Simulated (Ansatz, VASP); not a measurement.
## One calculation of MoS2, two programs

```xyz
3
Lattice="1.5399 0.8891 5.7971 -1.5399 0.8891 5.7971 0.0000 -1.7781 5.7971" Properties=species:S:1:pos:R:3 pbc="T T T"
Mo    0.0713    0.0000    0.0000
S    -0.1067    0.0000   13.2038
S    -0.1067    0.0000    4.1873
```

Change from the starting cell: mode 4 frozen in at -0.107 Å and mode 5 at +0.000 Å (largest displacements).

Alike in both runs: task single point; functional PBEsol; dispersion D3(BJ); k mesh 15 × 15 × 15; occupations gaussian, width 0.15 eV; no spin polarisation.

|  | VASP | Ansatz |
| --- | --- | --- |
| version | VASP 6.6.1 | Ansatz 0.2.0 |
| potentials or method | VASP PAW PBE potentials, release 64 (Mo_sv, S), cutoff 520 eV | scalar-relativistic, plane waves, PAW |
| valence electrons in the cell | 26 | 26 |

```csv
,VASP,Ansatz,Ansatz less VASP
gap on the k mesh at the Fermi level (eV),none,none,-
pressure (GPa),1.8,1.8,-0.02
"traceless stress, the component that is largest in VASP (GPa)",1.71,1.73,+0.019
rms of the force components (eV/Å),0.785,0.787,+0.0025
```

VASP's potentials were made for PBE, not for PBEsol, and Ansatz warns of the same on its side. Atom by atom the forces differ by 0.004 eV/Å (rms over components). A gap of «none» marks a metal or a gap that the smearing closes.
